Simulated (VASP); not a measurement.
# TiTe2 (P-3m1) in VASP: a series of runs

The runs below take TiTe2 through single point, with PBE+D3(BJ), PBEsol.

Program: VASP 6.6.1. These are calculated values, not measurements. Logs are shortened: lines on timing, memory, paths and dates and some standing lists are left out, and cuts for length are marked.

## Step 1: The cell of the first run

The structure is trigonal, space group P-3m1 (No. 164). Conventional cell: a = 3.696 Å, b = 3.696 Å, c = 6.384 Å, α = 90.00°, β = 90.00°, γ = 120.00°. Within 3.7 Å of Ti (site symmetry -3m) lie 6 Te at 2.75 Å and 6 Ti at 3.70 Å. Te (site symmetry 3m) has 3 Ti at 2.75 Å and 9 Te at 3.62 to 3.70 Å within 3.7 Å.

## Step 2: Single point, PBE+D3(BJ)

The input, POSCAR:

```
TiTe2
1.0
    3.6960163674      0.0000000000      0.0000000000
   -1.8480081837      3.2008440670      0.0000000000
    0.0000000000      0.0000000000      6.3838697887
Ti Te
1 2
Direct
    0.0000000000      0.0000000000      0.0000000000
    0.6666666667      0.3333333333      0.2712099107
    0.3333333333      0.6666666667      0.7287900893
```

The input, INCAR.step1:

```
  ALGO = Normal
  EDIFF = 1E-6
  ENCUT = 520
  GGA = PE
  ISIF = 2
  ISMEAR = 0
  IVDW = 12
  LASPH = T
  LCHARG = T
  LMAXMIX = 4
  LREAL = F
  LWAVE = F
  NBANDS = 19
  NELM = 100
  PREC = Accurate
  SIGMA = 0.1
```

The input, KPOINTS.step1:

```
k-points
0
Gamma
  12 12 8
```

The input, INCAR.step2:

```
  ALGO = Normal
  EDIFF = 1E-6
  ENCUT = 520
  GGA = PE
  ICHARG = 11
  ISIF = 2
  ISMEAR = -5
  IVDW = 12
  LASPH = T
  LCHARG = F
  LMAXMIX = 4
  LORBIT = 11
  LREAL = F
  LWAVE = F
  NEDOS = 1001
  NELM = 100
  PREC = Accurate
  SIGMA = 0.1
```

The input, KPOINTS.step2:

```
k-points
0
Gamma
  18 18 12
```

Potentials or basis: VASP PAW PBE potentials, release 64 (Ti_sv, Te).

Launch:

```
> cat potpaw_PBE.64/Ti_sv/POTCAR potpaw_PBE.64/Te/POTCAR > POTCAR
> cp INCAR.step1 INCAR
> cp KPOINTS.step1 KPOINTS
> mpirun -np 1 vasp_std > vasp.out
> cp INCAR.step2 INCAR
> cp KPOINTS.step2 KPOINTS
> mpirun -np 1 vasp_std > vasp.out
```

OUTCAR:

```text
EDIFF = 1E-6
   ENCUT = 520
   GGA = PE
   ICHARG = 11
   ISIF = 2
   ISMEAR = -5
   IVDW = 12
   LASPH = T
   LORBIT = 11
   LREAL = F
   NELM = 100
   PREC = Accurate
 IVDW          = 12

 ion  position               nearest neighbor table
   1  0.000  0.000  0.000-   2 2.75   3 2.75   2 2.75   3 2.75   2 2.75   3 2.75
   2  0.667  0.333  0.271-   1 2.75   1 2.75   1 2.75   3 3.62   3 3.62   3 3.62
   3  0.333  0.667  0.729-   1 2.75   1 2.75   1 2.75   2 3.62   2 3.62   2 3.62

  LATTYP: Found a hexagonal cell.
 ALAT       =     3.6960163674
 C/A-ratio  =     1.7272298481

  Lattice vectors:

 A1 = (   3.6960163674,   0.0000000000,   0.0000000000)
 A2 = (  -1.8480081837,   3.2008440670,   0.0000000000)
 A3 = (   0.0000000000,   0.0000000000,   6.3838697887)

Analysis of symmetry for initial positions (statically):
=====================================================================
 Subroutine PRICEL returns:
 Original cell was already a primitive cell.

 Routine SETGRP: Setting up the symmetry group for a
 hexagonal supercell.

 Subroutine GETGRP returns: Found 12 space group operations
 (whereof 12 operations were pure point group operations)
 out of a pool of 24 trial point group operations.

The static configuration has the point symmetry D_3d.

Analysis of symmetry for dynamics (positions and initial velocities):
=====================================================================
 Subroutine PRICEL returns:
 Original cell was already a primitive cell.

 Routine SETGRP: Setting up the symmetry group for a
 hexagonal supercell.

 Subroutine GETGRP returns: Found 12 space group operations
 (whereof 12 operations were pure point group operations)
 out of a pool of 24 trial point group operations.

The dynamic configuration has the point symmetry D_3d.

 Subroutine INISYM returns: Found 12 space group operations
 (whereof 12 operations are pure point group operations),
 and found     1 'primitive' translations

----------------------------------------------------------------------------------------

                                     Primitive cell

  volume of cell :      75.5236

  direct lattice vectors                    reciprocal lattice vectors
     3.696016367  0.000000000  0.000000000     0.270561572  0.156208797  0.000000000
    -1.848008184  3.200844067  0.000000000     0.000000000  0.312417593  0.000000000
     0.000000000  0.000000000  6.383869789     0.000000000  0.000000000  0.156644799

[... 88 lines left out ...]
   LREAL  =      F    real-space projection
[... 7 lines left out ...]
   TEBEG  =    0.0;   TEEND  =   0.0 temperature during run
   PSTRESS=    0.0 pullay stress
   NELECT =      24.0000    total number of electrons
   NUPDOWN=      -1.0000    fix difference up-down
   EMIN   =  10.00;   EMAX   =-10.00  energy-range for DOS
   EFERMI =   0.00;   METHOD = LEGACY
   ISMEAR =    -5;   SIGMA  =   0.10  broadening in eV -4-tet -1-fermi 0-gaus
   EFERMI_NEDOS =   21; number of points for ismear=-14 and -15
   IALGO  =     38    algorithm
   IMIX   =      4    mixing-type and parameters
     AMIX     =   0.40;   BMIX     =  1.00
     AMIX_MAG =   1.60;   BMIX_MAG =  1.00
  volume/ion in A,a.u.               =      25.17       169.89
  Fermi-wavevector in a.u.,A,eV,Ry     =   1.117166  2.111138 16.980890  1.248060
  Thomas-Fermi vector in A             =   2.253787
   LORBIT       =     11    0 simple, 1 ext, 2 COOP (PROOUT), +10 PAW based schemes
   GGA     = PE    functional components
   LHFCALC =     F    Hartree Fock is set to
   AEXX    =    0.0000 exact exchange contribution
   IVDW    =    12    specifies the selected vdW correction
   LEPSILON=     F    determine dielectric tensor
   LRPA    =     F    only Hartree local field effects (RPA)
 non-spin polarized calculation
 Fermi weights with tetrahedron method with Bloechl corrections
  energy-cutoff  :      520.00
  volume of cell :       75.52
 maximum number of plane-waves:      2064

 number of electron      24.0000002 magnetization

 Free energy of the ion-electron system (eV)
  ---------------------------------------------------
  ext. energy  EPLUGINS =         0.00000000
  ---------------------------------------------------
  free energy    TOTEN  =       -16.14393352 eV

  energy without entropy =      -16.14393352  energy(sigma->0) =      -16.14393352

 E-fermi :   7.6316     XC(G=0): -10.1729

 val. band max:        7.6856713174   @ k =   0.1111   0.0000   0.0000
 cond. band min:       7.5892451826   @ k =   0.0000   0.4444   0.1667
 fundamental gap:     -0.0964261348
 Fermi energy:         7.6315669489

 k-point     1 :       0.0000    0.0000    0.0000
  band No.  band energies     occupation
      1     -49.7692      2.00000
      2     -26.0347      2.00000
      3     -26.0347      2.00000
      4     -25.9984      2.00000
      5      -5.1674      2.00000
      6      -3.4676      2.00000
[... 433 lines left out ...]
      3     -26.0504      2.00000
      4     -25.9857      2.00000
      5      -3.2813      2.00000
      6      -2.8541      2.00000
[... 8 lines left out ...]
     15       9.2009      0.00000
     16      10.0942      0.00000

 [... further k-points ...]

------------------------ aborting loop because EDIFF is reached ----------------------------------------

 Edisp (eV)   -1.56815

 E8    (eV) :    -0.7264

  FORCE on cell =-STRESS in cart. coord.  units (eV):
  Direction    XX          YY          ZZ          XY          YZ          ZX
  --------------------------------------------------------------------------------------
  -------------------------------------------------------------------------------------
  Total      -0.03059    -0.03059    -0.05893     0.00000     0.00000     0.00000
  in kB      -0.64892    -0.64892    -1.25022     0.00000     0.00000     0.00000
  external pressure =       -0.85 kB  Pullay stress =        0.00 kB

 VOLUME and BASIS-vectors are now :
 -----------------------------------------------------------------------------
  energy-cutoff  :      520.00
  volume of cell :       75.52
      direct lattice vectors                 reciprocal lattice vectors
     3.696016367  0.000000000  0.000000000     0.270561572  0.156208797  0.000000000
    -1.848008184  3.200844067  0.000000000     0.000000000  0.312417593  0.000000000
     0.000000000  0.000000000  6.383869789     0.000000000  0.000000000  0.156644799

 POSITION                                       TOTAL-FORCE (eV/Angst)
 -----------------------------------------------------------------------------------
      0.00000      0.00000      0.00000         0.000000      0.000000      0.000000
      1.84801      1.06695      1.73137        -0.000000     -0.000000      0.000892
     -0.00000      2.13390      4.65250         0.000000      0.000000     -0.000892
 -----------------------------------------------------------------------------------
    total drift:                               -0.000000      0.000000      0.000000

  FREE ENERGIE OF THE ION-ELECTRON SYSTEM (eV)
  ---------------------------------------------------
  free  energy   TOTEN  =       -17.7120790070 eV

  energy  without entropy=      -17.7120790070  energy(sigma->0) =      -17.71207901

 total charge

# of ion       s       p       d       tot
------------------------------------------
    1        2.168   6.127   1.904  10.199
    2        1.385   2.001   0.044   3.430
    3        1.385   2.001   0.044   3.430
--------------------------------------------------
tot          4.938  10.128   1.993  17.059
```

OUTCAR.step1:

```text
EDIFF = 1E-6
   ENCUT = 520
   GGA = PE
   ISIF = 2
[... 761 lines left out ...]
      0.00000      0.00000      0.00000         0.000000      0.000000      0.000000
      1.84801      1.06695      1.73137        -0.000000     -0.000000      0.009806
     -0.00000      2.13390      4.65250         0.000000      0.000000     -0.009806
 -----------------------------------------------------------------------------------
    total drift:                               -0.000000      0.000000      0.000000

  FREE ENERGIE OF THE ION-ELECTRON SYSTEM (eV)
  ---------------------------------------------------
  free  energy   TOTEN  =       -17.7176006181 eV

  energy  without entropy=      -17.7116176739  energy(sigma->0) =      -17.71460915
```

Wall time 5.3 min (1 thread of Intel Xeon Platinum 8259CL at 2.50GHz (Skylake/Cascade Lake), shared host); peak memory 0.59 GiB.

What came out:

* Valence electrons inside the program's atomic spheres: Ti 10.20; Te 3.43
* Dispersion energy per atom: -0.523 eV

Caveat: spin-orbit coupling is left out, which moves the levels of the heavy elements.

## Step 3: Single point, PBEsol

POSCAR is that of step 2.

The input, INCAR.step1:

```
PREC = Accurate
ENCUT = 520
EDIFF = 1E-6
ISMEAR = 0
SIGMA = 0.1
LREAL = False
LASPH = True
NELM = 60
ALGO = Normal
ISIF = 2
LWAVE = False
LCHARG = True
LMAXMIX = 4
GGA = PS
NBANDS = 19
```

The input, KPOINTS.step1:

```
Automatic mesh
0
Gamma
  12 12 8
```

The input, INCAR.step2:

```
PREC = Accurate
ENCUT = 520
EDIFF = 1E-6
ISMEAR = -5
SIGMA = 0.1
LREAL = False
LASPH = True
NELM = 60
ALGO = Normal
ISIF = 2
LWAVE = False
LCHARG = False
LMAXMIX = 4
GGA = PS
LORBIT = 11
NEDOS = 1001
ICHARG = 11
```

The input, KPOINTS.step2:

```
Automatic mesh
0
Gamma
  18 18 12
```

Potentials or basis: VASP PAW PBE potentials, release 64 (Ti_sv, Te).

Launch:

```
> cat potpaw_PBE.64/Ti_sv/POTCAR potpaw_PBE.64/Te/POTCAR > POTCAR
> cp INCAR.step1 INCAR
> cp KPOINTS.step1 KPOINTS
> mpirun -np 1 vasp_std > vasp.out
> cp INCAR.step2 INCAR
> cp KPOINTS.step2 KPOINTS
> mpirun -np 1 vasp_std > vasp.out
```

Run time: 5.3 min. Hardware: 1 thread of Intel Xeon Platinum 8259CL at 2.50GHz (Skylake/Cascade Lake), shared host; peak memory 0.58 GiB.

It converged, with:

* Valence electrons inside the program's atomic spheres: Ti 10.20; Te 3.42

Levels at points of the mesh, in eV from the Fermi level:
```
           k point  band 9  band 10  band 11  band 12  band 13  band 14  band 15  band 16
(0.00, 0.00, 0.00)   -1.62     0.20     0.42     0.42     0.71     1.28     1.28     3.10
(0.50, 0.00, 0.00)   -2.96    -2.55    -1.73    -1.18    -0.08     1.26     1.61     2.40
(0.00, 0.00, 0.50)   -1.52    -1.52     0.41     0.41     0.85     0.85     1.06     3.67
(0.50, 0.00, 0.50)   -2.60    -2.10    -0.94    -0.47    -0.44     1.26     1.60     2.58
```

Caveat: the PAW data sets were made with another functional, which shifts forces and pressure a little; spin-orbit coupling is left out, which moves the levels of the heavy elements; this functional lacks dispersion, which binds layers or chains, so the pressure and a relaxed spacing across them are unreliable.
